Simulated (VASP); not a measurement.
# GaSb (I-4m2) in VASP: notebook, part 2 of 2

VASP 6.6.1. Earlier steps stand in the parts before.

## (3) Single point, PBE

INCAR

```
SYSTEM = GaSb
  ALGO = Normal
  EDIFF = 1E-6
  ENCUT = 520
  GGA = PE
  ISIF = 2
  ISMEAR = 0
  LASPH = .True.
  LCHARG = .True.
  LELF = .True.
  LREAL = .False.
  LVHAR = .True.
  LWAVE = .False.
  NBANDS = 16
  NELM = 60
  PREC = Accurate
  SIGMA = 0.1
```

KPOINTS

```
k-points
0
Gamma
  16 16 16
  0 0 0
```

POSCAR

```
GaSb
1.0
   -2.7657340190      2.7657340190      1.5810862673
    2.7657340190     -2.7657340190      1.5810862673
    2.7657340190      2.7657340190     -1.5810862673
Ga Sb
1 1
Direct
    0.2500000000      0.7500000000      0.5000000000
    0.0000000000      0.0000000000      0.0000000000
```

Potentials or basis: VASP PAW PBE potentials, release 64 (Ga_d, Sb).

Started as:

```console
cat potpaw_PBE.64/Ga_d/POTCAR potpaw_PBE.64/Sb/POTCAR > POTCAR
mpirun -np 1 vasp_std > vasp.out
```

OUTCAR:

```text
SYSTEM = GaSb
   EDIFF = 1E-6
   ENCUT = 520
   GGA = PE
   ISIF = 2
   ISMEAR = 0
   LASPH = .True.
   LREAL = .False.
   NELM = 60
   PREC = Accurate

 ion  position               nearest neighbor table
   1  0.250  0.750  0.500-   2 2.88   2 2.88   2 2.88   2 2.88
   2  0.000  0.000  0.000-   1 2.88   1 2.88   1 2.88   1 2.88

  LATTYP: Found a body centered tetragonal cell.
 ALAT       =     5.5314680380
 C/A-ratio  =     0.5716696748

  Lattice vectors:

 A1 = (  -2.7657340190,   2.7657340190,   1.5810862673)
 A2 = (   2.7657340190,  -2.7657340190,   1.5810862673)
 A3 = (   2.7657340190,   2.7657340190,  -1.5810862673)

Analysis of symmetry for initial positions (statically):
=====================================================================
 Subroutine PRICEL returns:
 Original cell was already a primitive cell.

 Routine SETGRP: Setting up the symmetry group for a
 body centered tetragonal supercell.

 Subroutine GETGRP returns: Found  8 space group operations
 (whereof  8 operations were pure point group operations)
 out of a pool of 16 trial point group operations.

The static configuration has the point symmetry D_2d.

Analysis of symmetry for dynamics (positions and initial velocities):
=====================================================================
 Subroutine PRICEL returns:
 Original cell was already a primitive cell.

 Routine SETGRP: Setting up the symmetry group for a
 body centered tetragonal supercell.

 Subroutine GETGRP returns: Found  8 space group operations
 (whereof  8 operations were pure point group operations)
 out of a pool of 16 trial point group operations.

The dynamic configuration has the point symmetry D_2d.

 Subroutine INISYM returns: Found  8 space group operations
 (whereof  8 operations are pure point group operations),
 and found     1 'primitive' translations

----------------------------------------------------------------------------------------

                                     Primitive cell

  volume of cell :      48.3767

  direct lattice vectors                    reciprocal lattice vectors
    -2.765734019  2.765734019  1.581086267     0.000000000  0.180783834  0.316238279
     2.765734019 -2.765734019  1.581086267     0.180783834  0.000000000  0.316238279
     2.765734019  2.765734019 -1.581086267     0.180783834  0.180783834  0.000000000

  length of vectors
     4.218815368  4.218815368  4.218815368     0.364265622  0.364265622  0.255666950

  position of ions in fractional coordinates (direct lattice)
     0.250000000  0.750000000  0.500000000
     0.000000000  0.000000000  0.000000000

  ion indices of the primitive-cell ions
   primitive index   ion index
                 1           1
                 2           2

----------------------------------------------------------------------------------------

 KPOINTS: k-points

Automatic generation of k-mesh.
 Grid dimensions read from file:
 generate k-points for:   16   16   16

 Generating k-lattice:

  Cartesian coordinates                     Fractional coordinates (reciprocal lattice)
     0.000000000  0.011298990  0.019764892     0.062500000 -0.000000000  0.000000000
     0.011298990  0.000000000  0.019764892    -0.000000000  0.062500000  0.000000000
     0.011298990  0.011298990  0.000000000     0.000000000  0.000000000  0.062500000

  Length of vectors
     0.022766601  0.022766601  0.015979184

  Shift w.r.t. Gamma in fractional coordinates (k-lattice)
     0.000000000  0.000000000  0.000000000

 Subroutine IBZKPT returns following result:
 ===========================================

 Found    349 irreducible k-points:

 Following reciprocal coordinates:
            Coordinates               Weight
  0.000000  0.000000  0.000000      1.000000
  0.062500 -0.000000  0.000000      8.000000
  0.125000 -0.000000  0.000000      8.000000
  0.187500  0.000000  0.000000      8.000000
  0.250000 -0.000000  0.000000      8.000000
  0.312500  0.000000  0.000000      8.000000
[... 16 lines left out ...]
 -0.125000  0.062500 -0.000000     16.000000
 -0.062500  0.062500  0.000000      4.000000
 [... further k-points ...]
   k-points           NKPTS =    349   k-points in BZ     NKDIM =    349   number of bands    NBANDS=     16
   number of dos      NEDOS =    301   number of ions     NIONS =      2
   total plane-waves  NPLWV =  32768
   dimension x,y,z NGX =    32 NGY =   32 NGZ =   32
   dimension x,y,z NGXF=    64 NGYF=   64 NGZF=   64
   ions per type =               1   1
   NGX,Y,Z   is equivalent  to a cutoff of  12.61, 12.61, 12.61 a.u.
   NGXF,Y,Z  is equivalent  to a cutoff of  25.22, 25.22, 25.22 a.u.
 SYSTEM =  GaSb
   PREC   = accura    normal or accurate (medium, high low for compatibility)
   ISTART =      0    job   : 0-new  1-cont  2-samecut
   ICHARG =      2    charge: 1-file 2-atom 10-const
   ISPIN  =      1    spin polarized calculation?
   LNONCOLLINEAR =      F non collinear calculations
   LSORBIT =      F    spin-orbit coupling
   LASPH  =      T    aspherical Exc in radial PAW
   ENCUT  =  520.0 eV  38.22 Ry    6.18 a.u.   7.84  7.84  7.84*2*pi/ulx,y,z
   NELM   =     60;   NELMIN=  2; NELMDL= -5     # of ELM steps
   EDIFF  = 0.1E-05   stopping-criterion for ELM
   LREAL  =      F    real-space projection
[... 7 lines left out ...]
   TEBEG  =    0.0;   TEEND  =   0.0 temperature during run
   PSTRESS=    0.0 pullay stress
   NELECT =      18.0000    total number of electrons
   NUPDOWN=      -1.0000    fix difference up-down
   EMIN   =  10.00;   EMAX   =-10.00  energy-range for DOS
   EFERMI =   0.00;   METHOD = LEGACY
   ISMEAR =     0;   SIGMA  =   0.10  broadening in eV -4-tet -1-fermi 0-gaus
   EFERMI_NEDOS =   21; number of points for ismear=-14 and -15
   IALGO  =     38    algorithm
   IMIX   =      4    mixing-type and parameters
     AMIX     =   0.40;   BMIX     =  1.00
     AMIX_MAG =   1.60;   BMIX_MAG =  1.00
  volume/ion in A,a.u.               =      24.19       163.23
  Fermi-wavevector in a.u.,A,eV,Ry     =   1.177480  2.225115 18.863922  1.386459
  Thomas-Fermi vector in A             =   2.313826
   LORBIT       =      0    0 simple, 1 ext, 2 COOP (PROOUT), +10 PAW based schemes
   GGA     = PE    functional components
   LHFCALC =     F    Hartree Fock is set to
   AEXX    =    0.0000 exact exchange contribution
   IVDW    =     0    specifies the selected vdW correction
   LEPSILON=     F    determine dielectric tensor
   LRPA    =     F    only Hartree local field effects (RPA)
 non-spin polarized calculation
 Gauss-broadening in eV      SIGMA  =   0.10
  energy-cutoff  :      520.00
  volume of cell :       48.38
 maximum number of plane-waves:      1324
   NGX = 15   NGY = 15   NGZ = 15

 number of electron      17.9999991 magnetization

 Free energy of the ion-electron system (eV)
  ---------------------------------------------------
  ext. energy  EPLUGINS =         0.00000000
  ---------------------------------------------------
  free energy    TOTEN  =        -6.99172950 eV

  energy without entropy =       -6.98770640  energy(sigma->0) =       -6.98971795

 E-fermi :   6.5230     XC(G=0): -10.2233

 val. band max:        6.5161514833   @ k =  -0.2500  -0.3125   0.0625
 cond. band min:       6.5251035924   @ k =  -0.4375   0.4375   0.1250
 fundamental gap:      0.0089521091
 Fermi energy:         6.5230095132

 k-point     1 :       0.0000    0.0000    0.0000
  band No.  band energies     occupation
      1      -8.4222      2.00000
      2      -8.3347      2.00000
      3      -8.3278      2.00000
      4      -8.3059      2.00000
      5      -8.3059      2.00000
      6      -5.3929      2.00000
[... 8 lines left out ...]
     15      16.4200      0.00000
     16      17.0906      0.00000

 k-point     2 :       0.0625   -0.0000    0.0000
  band No.  band energies     occupation
      1      -8.4170      2.00000
      2      -8.3351      2.00000
      3      -8.3270      2.00000
      4      -8.3081      2.00000
      5      -8.3081      2.00000
      6      -5.3178      2.00000
[... 8 lines left out ...]
     15      16.5265      0.00000
     16      16.8462      0.00000
[... 387 lines left out ...]
      5      -8.3074      2.00000
      6      -5.2503      2.00000
[... 8 lines left out ...]
     15      16.4054      0.00000
     16      16.6941      0.00000

 k-point    24 :      -0.0625    0.0625    0.0000
  band No.  band energies     occupation
      1      -8.4219      2.00000
      2      -8.3354      2.00000
      3      -8.3273      2.00000
      4      -8.3060      2.00000
      5      -8.3056      2.00000
      6      -5.3591      2.00000
[... 8 lines left out ...]
     15      16.2992      0.00000
     16      17.1526      0.00000

 [... further k-points ...]

------------------------ aborting loop because EDIFF is reached ----------------------------------------

  FORCE on cell =-STRESS in cart. coord.  units (eV):
  Direction    XX          YY          ZZ          XY          YZ          ZX
  --------------------------------------------------------------------------------------
  -------------------------------------------------------------------------------------
  Total        0.0058390      0.0058390     -0.0080311      0.0000000      0.0000000      0.0000000
  in kB        0.1933818      0.1933818     -0.2659798      0.0000000      0.0000000      0.0000000
  external PRESSURE =       0.0402612 kB  Pullay stress =       0.0000000 kB

 VOLUME and BASIS-vectors are now :
 -----------------------------------------------------------------------------
  energy-cutoff  :      520.00
  volume of cell :       48.38
      direct lattice vectors                 reciprocal lattice vectors
    -2.765734019  2.765734019  1.581086267     0.000000000  0.180783834  0.316238279
     2.765734019 -2.765734019  1.581086267     0.180783834  0.000000000  0.316238279
     2.765734019  2.765734019 -1.581086267     0.180783834  0.180783834  0.000000000

 POSITION                                       TOTAL-FORCE (eV/Angst)
 -----------------------------------------------------------------------------------
      2.76573      0.00000      0.79054        -0.000000      0.000000      0.000000
      0.00000      0.00000      0.00000         0.000000     -0.000000     -0.000000
 -----------------------------------------------------------------------------------
    total drift:                                0.000000     -0.000000     -0.000000

  FREE ENERGIE OF THE ION-ELECTRON SYSTEM (eV)
  ---------------------------------------------------
  free  energy   TOTEN  =        -6.9917295034 eV

  energy  without entropy=       -6.9877063982  energy(sigma->0) =       -6.98971795
```

OSZICAR:

```text
N       E                     dE             d eps       ncg     rms          rms(c)
DAV:   1     0.831417582859E+02    0.83142E+02   -0.82552E+03 11216   0.147E+03
DAV:   2    -0.809645019001E+00   -0.83951E+02   -0.81108E+02 13120   0.319E+02
DAV:   3    -0.690314917226E+01   -0.60935E+01   -0.60651E+01 13328   0.636E+01
DAV:   4    -0.700825805981E+01   -0.10511E+00   -0.10509E+00 13888   0.925E+00
DAV:   5    -0.701063611720E+01   -0.23781E-02   -0.23780E-02 14080   0.125E+00    0.240E+00
DAV:   6    -0.699425510291E+01    0.16381E-01   -0.37258E-02 14704   0.310E+00    0.136E+00
DAV:   7    -0.699174127513E+01    0.25138E-02   -0.11832E-02 16312   0.114E+00    0.246E-01
DAV:   8    -0.699171331671E+01    0.27958E-04   -0.15066E-03 14528   0.487E-01    0.394E-02
DAV:   9    -0.699172880935E+01   -0.15493E-04   -0.98530E-05 13608   0.773E-02    0.189E-02
DAV:  10    -0.699172950343E+01   -0.69408E-06   -0.60486E-06 14608   0.188E-02
   1 F= -.69917295E+01 E0= -.69897180E+01  d E =-.402311E-02
```

Wall time 2.5 min (1 thread of Intel Xeon Platinum 8259CL at 2.50GHz (Skylake/Cascade Lake), shared host); peak memory 0.4 GiB.

What came out:

```yaml
Free_energy: -6.9917 eV
Pressure: 0.0 GPa
Band_gap_on_the_k_mesh: zero (bands 9 and 10 overlap by 4.69 eV)
```

Levels at points of the mesh, in eV from the Fermi level:
```tsv
k point	band 7	band 8	band 9	band 10	band 11	band 12
(0.00, 0.00, 0.00)	-3.04	-1.89	-1.89	3.41	5.13	7.04
(0.50, 0.00, 0.00)	-5.56	-2.46	-1.43	-1.15	2.43	3.25
(0.50, 0.50, 0.00)	-8.01	-0.04	1.77	2.05	2.29	4.66
(0.50, 0.50, 0.50)	-5.94	-4.94	-4.94	3.60	5.10	10.24
```

Caveat: spin-orbit coupling is left out, which moves the levels of the heavy elements.

## (4) Relaxation of cell and atoms, PBE

This run uses another cell than the first one, of 24.12 Å³/atom.

INCAR

```
SYSTEM = GaSb
PREC = Accurate ; ENCUT = 600
EDIFF = 1E-7 ; ISMEAR = 0
SIGMA = 0.1 ; LREAL = .FALSE.
LASPH = .TRUE. ; NELM = 80
ALGO = Normal ; ISIF = 3
LWAVE = .FALSE. ; LCHARG = .FALSE.
GGA = PE ; IBRION = 2
NSW = 100 ; EDIFFG = -0.005
```

KPOINTS

```
regular mesh
0
G
  16 16 16
  0 0 0
```

POSCAR

```
GaSb
1.0
   -2.7534340000      2.7534340000      1.5907070000
    2.7534340000     -2.7534340000      1.5907070000
    2.7534340000      2.7534340000     -1.5907070000
Ga Sb
1 1
Direct
    0.2500000000      0.7500000000      0.5000000000
    0.0000000000      0.0000000000      0.0000000000
```

Started as:

```console
cat potpaw_PBE.64/Ga_d/POTCAR potpaw_PBE.64/Sb/POTCAR > POTCAR
mpirun -np 1 vasp_std > vasp.out
```

Run time: 18 min. Hardware: 1 thread of Intel Xeon Platinum 8259CL at 2.50GHz (Skylake/Cascade Lake), shared host; peak memory 0.46 GiB.

The run converged. Its results:

```yaml
Free_energy: -6.9916 eV
Relaxed_volume: 24.18 Å³/atom
Relaxed_cell: a = 4.219 Å, b = 4.219 Å, c = 4.219 Å, α = 98.06°, β = 98.06°, γ = 136.01°
Space_group_after_relaxing_to_0.1_Å: I-4m2 (No. 119)
Energy_gained_by_relaxing: 0.4 meV/atom
Ionic_steps: 7
Pressure_after_relaxing: 0.0 GPa
Band_gap_on_the_k_mesh: zero (bands 9 and 10 overlap by 4.68 eV)
```

Step by step:
```
step  energy change (eV)  largest force (eV/Å)  pressure (GPa)  volume (Å³)
   1              0.0000                0.0000            0.20        48.24
   2             -0.0006                0.0000           -0.06        48.45
   3             -0.0006                0.0000           -0.15        48.53
   4             -0.0008                0.0000           -0.01        48.41
   5             -0.0008                0.0000           -0.01        48.39
   6             -0.0008                0.0000            0.06        48.33
   7             -0.0008                0.0000            0.01        48.36
```

Final structure:
```
CELL_PARAMETERS angstrom
-2.76611 2.76611 1.58013
2.76611 -2.76611 1.58013
2.76611 2.76611 -1.58013
ATOMIC_POSITIONS crystal
Ga 0.25000 0.75000 0.50000
Sb 0.00000 0.00000 0.00000
```

Levels at points of the mesh, in eV from the Fermi level:
| k point | band 5 | band 6 | band 7 | band 8 | band 9 | band 10 | band 11 | band 12 | band 13 |
| --- | --- | --- | --- | --- | --- | --- | --- | --- | --- |
| (0.00, 0.00, 0.00) | -14.83 | -11.92 | -3.05 | -1.89 | -1.89 | 3.41 | 5.14 | 7.04 | 7.04 |
| (0.50, 0.00, 0.00) | -14.81 | -8.24 | -5.56 | -2.46 | -1.43 | -1.15 | 2.43 | 3.25 | 5.08 |
| (0.50, 0.50, 0.00) | -14.82 | -10.48 | -8.01 | -0.04 | 1.77 | 2.05 | 2.28 | 4.67 | 6.68 |
| (0.50, 0.50, 0.50) | -14.82 | -9.36 | -5.95 | -4.94 | -4.94 | 3.61 | 5.12 | 10.23 | 10.23 |

Caveat: spin-orbit coupling is left out, which moves the levels of the heavy elements.

## (5) Summary

| task | cell | k mesh | cutoff (eV) | smearing | gap on the mesh (eV) | pressure (GPa) |
| --- | --- | --- | --- | --- | --- | --- |
| single point | a = 4.219 Å, angles 98.1, 98.1, 136.0°, 2 atoms | 12 × 12 × 12 | 520 | gaussian 0.15 eV | none | 0.0 |
| single point | a = 4.219 Å, angles 98.1, 98.1, 136.0°, 2 atoms | 16 × 16 × 16 | 520 | gaussian 0.1 eV | none | 0.0 |
| relaxation of cell and atoms | relaxed from a = 4.206 Å, angles 98.2, 98.2, 135.6°, 2 atoms | 16 × 16 × 16 | 600 | gaussian 0.1 eV | none | 0.0 |

Alike in all rows: level PBE; potentials or basis VASP PAW PBE potentials, release 64 (Ga_d, Sb); no spin polarisation.

Caveats: spin-orbit coupling is left out, which moves the levels of the heavy elements.

Absolute energies hang on the potentials; compare differences alone.
